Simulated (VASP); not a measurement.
Runs of VASP 6.6.1 on Co. The structure is that of space group Im-3m (No. 229), or close to it. The cells are those of the table. This isn't the form of Co at room conditions, which is hcp.

```csv
cell,k mesh,gap on the mesh (eV),pressure (GPa),moment (μB)
"a = 2.492 Å, angles 109.5°, 1 atom",17 × 17 × 17,none,-7.5,1.77
"a = 2.523 Å, angles 109.5°, 1 atom",17 × 17 × 17,none,-12.4,(b)
"a = 2.459 Å, angles 109.5°, 1 atom",25 × 25 × 25,none,-0.6,1.78
"a = 2.392 Å, angles 109.5°, 1 atom",17 × 17 × 17,none,17.5,1.73
"a = 2.459 Å, angles 109.5°, 1 atom",17 × 17 × 17,none,-1.1,(a)
```

Alike in all rows: task single point; level RPBE; potentials or basis VASP PAW PBE potentials, release 64 (Co); spin collinear, ferromagnetic start; cutoff (eV) 520; smearing fermi-dirac 0.05 eV.

Q: Fill in the values left out.

A: (a) 1.76; (b) 1.80.

Caveats: the PAW data sets were made with another functional, which shifts forces and pressure a little; the cell stands under tension (at least some runs); the cell stands under pressure (at least some runs).

A gap of «none» marks levels without a gap at the run's occupations.
